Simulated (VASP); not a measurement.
# PbF2 (Fluorocronite) (Fm-3m) in VASP: dielectric tensor with PBE

Aim: the dielectric tensor of PbF2 (Fluorocronite) with PBE.

Everything below comes from runs of VASP 6.6.1. Logs are shortened: lines on timing, memory, paths and dates and some standing lists are left out, and cuts for length are marked.

**1. The cell of the first run**

Symmetry: Fm-3m, No. 225, cubic system. The conventional cell has a = 5.927 Å, b = 5.927 Å, c = 5.927 Å, α = 90.00°, β = 90.00°, γ = 90.00°. Within 3.4 Å of Pb (site symmetry m-3m) lie 8 F at 2.57 Å. F (site symmetry -43m) has 4 Pb at 2.57 Å and 6 F at 2.96 Å within 3.4 Å.

**2. Dielectric tensor, PBE**

File INCAR:

```
SYSTEM = PbF2
ALGO = Normal ; EDIFF = 1E-8
ENCUT = 520 ; GGA = PE
ISIF = 2 ; ISMEAR = 0
LASPH = .TRUE. ; LCHARG = .FALSE.
LEPSILON = .TRUE. ; LREAL = .FALSE.
LWAVE = .FALSE. ; NELM = 100
PREC = Accurate ; SIGMA = 0.01
```

File KPOINTS:

```
k-points
0
G
  5 5 5
  0 0 0
```

File POSCAR:

```
PbF2
1.0
    4.1912480000      0.0000000000      0.0000000000
    2.0956240000      3.6297272416      0.0000000000
    2.0956240000      1.2099090805      3.4221396618
Pb F
1 2
Direct
    0.0000000000      0.0000000000      0.0000000000
    0.2500000000      0.2500000000      0.2500000000
    0.7500000000      0.7500000000      0.7500000000
```

Potentials or basis: VASP PAW PBE potentials, release 64 (Pb_d, F).

Run with:

```
cat potpaw_PBE.64/Pb_d/POTCAR potpaw_PBE.64/F/POTCAR > POTCAR
mpirun -np 1 vasp_std > vasp.out
```

OUTCAR:

```text
SYSTEM = PbF2
   EDIFF = 1E-8
   ENCUT = 520
   GGA = PE
   ISIF = 2
   ISMEAR = 0
   LASPH = .TRUE.
   LEPSILON = .TRUE.
   LREAL = .FALSE.
   NELM = 100
   PREC = Accurate

 ion  position               nearest neighbor table
   1  0.000  0.000  0.000-   3 2.57   2 2.57   2 2.57   3 2.57   3 2.57   2 2.57   2 2.57   3 2.57

   2  0.250  0.250  0.250-   1 2.57   1 2.57   1 2.57   1 2.57
   3  0.750  0.750  0.750-   1 2.57   1 2.57   1 2.57   1 2.57

  LATTYP: Found a face centered cubic cell.
 ALAT       =     5.9273197649

  Lattice vectors:

 A1 = (   4.1912480000,   0.0000000000,   0.0000000000)
 A2 = (   2.0956240000,   3.6297272416,   0.0000000000)
 A3 = (   2.0956240000,   1.2099090805,   3.4221396618)

Analysis of symmetry for initial positions (statically):
=====================================================================
 Subroutine PRICEL returns:
 Original cell was already a primitive cell.

 Routine SETGRP: Setting up the symmetry group for a
 face centered cubic supercell.

 Subroutine GETGRP returns: Found 48 space group operations
 (whereof 48 operations were pure point group operations)
 out of a pool of 48 trial point group operations.

The static configuration has the point symmetry O_h .

Analysis of symmetry for dynamics (positions and initial velocities):
=====================================================================
 Subroutine PRICEL returns:
 Original cell was already a primitive cell.

 Routine SETGRP: Setting up the symmetry group for a
 face centered cubic supercell.

 Subroutine GETGRP returns: Found 48 space group operations
 (whereof 48 operations were pure point group operations)
 out of a pool of 48 trial point group operations.

The dynamic configuration has the point symmetry O_h .

 Subroutine INISYM returns: Found 48 space group operations
 (whereof 48 operations are pure point group operations),
 and found     1 'primitive' translations

----------------------------------------------------------------------------------------

                                     Primitive cell

  volume of cell :      52.0613

  direct lattice vectors                    reciprocal lattice vectors
     4.191248000  0.000000000  0.000000000     0.238592419 -0.137751397 -0.097404947
     2.095624000  3.629727242  0.000000000     0.000000000  0.275502795 -0.097404947
     2.095624000  1.209909080  3.422139662     0.000000000  0.000000000  0.292214842

  length of vectors
     4.191248000  4.191248000  4.191248000     0.292214842  0.292214842  0.292214842

  position of ions in fractional coordinates (direct lattice)
     0.000000000  0.000000000  0.000000000
     0.250000000  0.250000000  0.250000000
     0.750000000  0.750000000  0.750000000

  ion indices of the primitive-cell ions
   primitive index   ion index
                 1           1
                 2           2
                 3           3

----------------------------------------------------------------------------------------

 KPOINTS: k-points

Automatic generation of k-mesh.
 Grid dimensions read from file:
 generate k-points for:    5    5    5

 Generating k-lattice:

  Cartesian coordinates                     Fractional coordinates (reciprocal lattice)
     0.047718484 -0.027550279 -0.019480989     0.200000000  0.000000000 -0.000000000
     0.000000000  0.055100559 -0.019480989     0.000000000  0.200000000  0.000000000
     0.000000000  0.000000000  0.058442968     0.000000000  0.000000000  0.200000000
[... 61 lines left out ...]
     AMIX     =   0.40;   BMIX     =  1.00
     AMIX_MAG =   1.60;   BMIX_MAG =  1.00
  volume/ion in A,a.u.               =      17.35       117.11
  Fermi-wavevector in a.u.,A,eV,Ry     =   1.331341  2.515869 24.115885  1.772468
  Thomas-Fermi vector in A             =   2.460359
   LORBIT       =      0    0 simple, 1 ext, 2 COOP (PROOUT), +10 PAW based schemes
   GGA     = PE    functional components
   LHFCALC =     F    Hartree Fock is set to
   AEXX    =    0.0000 exact exchange contribution
   IVDW    =     0    specifies the selected vdW correction
   LEPSILON=     T    determine dielectric tensor
   LRPA    =     F    only Hartree local field effects (RPA)
 non-spin polarized calculation
 Gauss-broadening in eV      SIGMA  =   0.01
  energy-cutoff  :      520.00
  volume of cell :       52.06
 maximum number of plane-waves:      1422
   NGX = 15   NGY = 15   NGZ = 15

--------------------------------------- Ionic step        1  -------------------------------------------

 number of electron      28.0000005 magnetization

 E-fermi :   1.8961     XC(G=0):  -9.4063

 val. band max:        1.8451330405   @ k =  -0.4000   0.2000  -0.0000
 cond. band min:       6.3766531845   @ k =   0.4000   0.4000   0.0000
 fundamental gap:      4.5315201440
 Fermi energy:         1.8960892579

 k-point     1 :       0.0000    0.0000    0.0000
  band No.  band energies     occupation
      1     -19.2086      2.00000
      2     -18.5877      2.00000
      3     -12.5480      2.00000
      4     -12.5480      2.00000
      5     -12.5480      2.00000
      6     -12.4914      2.00000
[... 187 lines left out ...]
      5     -12.4715      2.00000
      6     -12.4201      2.00000
[... 10 lines left out ...]
     17       9.5149      0.00000
     18      12.2009      0.00000

  FORCE on cell =-STRESS in cart. coord.  units (eV):
  Direction    XX          YY          ZZ          XY          YZ          ZX
  --------------------------------------------------------------------------------------
  -------------------------------------------------------------------------------------
  Total        0.8064742      0.8064742      0.8064742      0.0000000     -0.0000000     -0.0000000
  in kB       24.8190980     24.8190980     24.8190980      0.0000000     -0.0000000     -0.0000000
  external PRESSURE =      24.8190980 kB  Pullay stress =       0.0000000 kB

 VOLUME and BASIS-vectors are now :
 -----------------------------------------------------------------------------
  energy-cutoff  :      520.00
  volume of cell :       52.06
      direct lattice vectors                 reciprocal lattice vectors
     4.191248000  0.000000000  0.000000000     0.238592419 -0.137751397 -0.097404947
     2.095624000  3.629727242  0.000000000     0.000000000  0.275502795 -0.097404947
     2.095624000  1.209909080  3.422139662     0.000000000  0.000000000  0.292214842

 POSITION                                       TOTAL-FORCE (eV/Angst)
 -----------------------------------------------------------------------------------
      0.00000      0.00000      0.00000         0.000000     -0.000000      0.000000
      2.09562      1.20991      0.85553        -0.000000     -0.000000     -0.000000
      6.28687      3.62973      2.56660         0.000000      0.000000      0.000000
 -----------------------------------------------------------------------------------
    total drift:                                0.000000      0.000000     -0.000000

  FREE ENERGIE OF THE ION-ELECTRON SYSTEM (eV)
  ---------------------------------------------------
  free  energy   TOTEN  =       -14.3340383334 eV

  energy  without entropy=      -14.3340383334  energy(sigma->0) =      -14.33403833

 HEAD OF MICROSCOPIC STATIC DIELECTRIC TENSOR (INDEPENDENT PARTICLE, excluding Hartree and local field effects)
 ------------------------------------------------------
           3.656241    -0.000000    -0.000000
          -0.000000     3.656241    -0.000000
          -0.000000    -0.000000     3.656241
 ------------------------------------------------------

 Free energy of the ion-electron system (eV)
  ---------------------------------------------------
  ---------------------------------------------------
  free energy    TOTEN  =        -0.36428634 eV

  energy without entropy =       -0.36428634

------------------------ aborting loop because EDIFF is reached ----------------------------------------

--------------------------------------- Ionic step        2  -------------------------------------------

------------------------ aborting loop because EDIFF is reached ----------------------------------------

--------------------------------------- Ionic step        3  -------------------------------------------

 Free energy of the ion-electron system (eV)
  ---------------------------------------------------
  ---------------------------------------------------
  free energy    TOTEN  =        -0.36428659 eV

  energy without entropy =       -0.36428659

------------------------ aborting loop because EDIFF is reached ----------------------------------------

 PIEZOELECTRIC TENSOR FIELD DIRECTION 3  (e Angst)
 -----------------------------------------------------------------------------
     0.00006 -0.00000  0.00000           ( -0.00000 -0.00000  0.00000)
    -0.00000  0.00006  0.00000           ( -0.00000 -0.00000  0.00000)
     0.00000  0.00000 -0.00010           (  0.00000  0.00000 -0.00001)

 PIEZOELECTRIC TENSOR FIELD DIRECTION 3  (C/m^2)
 -----------------------------------------------------------------------------
     0.00002 -0.00000  0.00000
    -0.00000  0.00002  0.00000
     0.00000  0.00000 -0.00003

 MACROSCOPIC STATIC DIELECTRIC TENSOR (including local field effects in DFT)
 ------------------------------------------------------
           3.321068    -0.000000    -0.000000
          -0.000000     3.321068    -0.000000
          -0.000000    -0.000000     3.321068
 ------------------------------------------------------

 PIEZOELECTRIC TENSOR (including local field effects)  for field in x, y, z        (e  Angst)
          XX          YY          ZZ          XY          YZ          ZX
  --------------------------------------------------------------------------------
  x     0.00000     0.00000     0.00000     0.00000     0.00000     0.00000
  y     0.00000     0.00000     0.00000     0.00000     0.00000     0.00000
  z     0.00000     0.00000     0.00000     0.00000     0.00000     0.00000

 PIEZOELECTRIC TENSOR (including local field effects)  for field in x, y, z        (C/m^2)
          XX          YY          ZZ          XY          YZ          ZX
  --------------------------------------------------------------------------------
  x     0.00000     0.00000     0.00000     0.00000     0.00000     0.00000
  y     0.00000     0.00000     0.00000     0.00000     0.00000     0.00000
  z     0.00000     0.00000     0.00000     0.00000     0.00000     0.00000

 BORN EFFECTIVE CHARGES (including local field effects) (in |e|, cummulative output)
 ---------------------------------------------------------------------------------
 ion    1
    1     3.19242    -0.00000    -0.00000
    2    -0.00000     3.19242    -0.00000
    3    -0.00000    -0.00000     3.19242
 ion    2
    1    -1.59621     0.00000     0.00000
    2     0.00000    -1.59621     0.00000
    3     0.00000     0.00000    -1.59621
 ion    3
    1    -1.59621     0.00000     0.00000
    2     0.00000    -1.59621     0.00000
    3     0.00000     0.00000    -1.59621
```

Run time: 2 min. Hardware: 1 thread of AMD EPYC 9R45 (Zen 5), shared host; peak memory 0.21 GiB.

Results:

```yaml
Band_gap_on_the_k_mesh: 4.53 eV, indirect (least direct gap 4.79 eV)
Electronic_dielectric_tensor_diagonal: 3.32
Born_charges_mean_of_the_diagonal: Pb +3.19; F -1.60 e
```

Electronic dielectric tensor:
```
3.32 0.00 0.00
0.00 3.32 0.00
0.00 0.00 3.32
```

Born effective charge tensors (e):
atom 1, Pb
```
3.19 0.00 0.00
0.00 3.19 0.00
0.00 0.00 3.19
```
atom 2, F
```
-1.60  0.00  0.00
 0.00 -1.60  0.00
 0.00  0.00 -1.60
```
atom 3, F
```
-1.60  0.00  0.00
 0.00 -1.60  0.00
 0.00  0.00 -1.60
```

Caveat: spin-orbit coupling is left out, which moves the levels of the heavy elements. As with any semilocal functional, this PBE gap is likely too small.
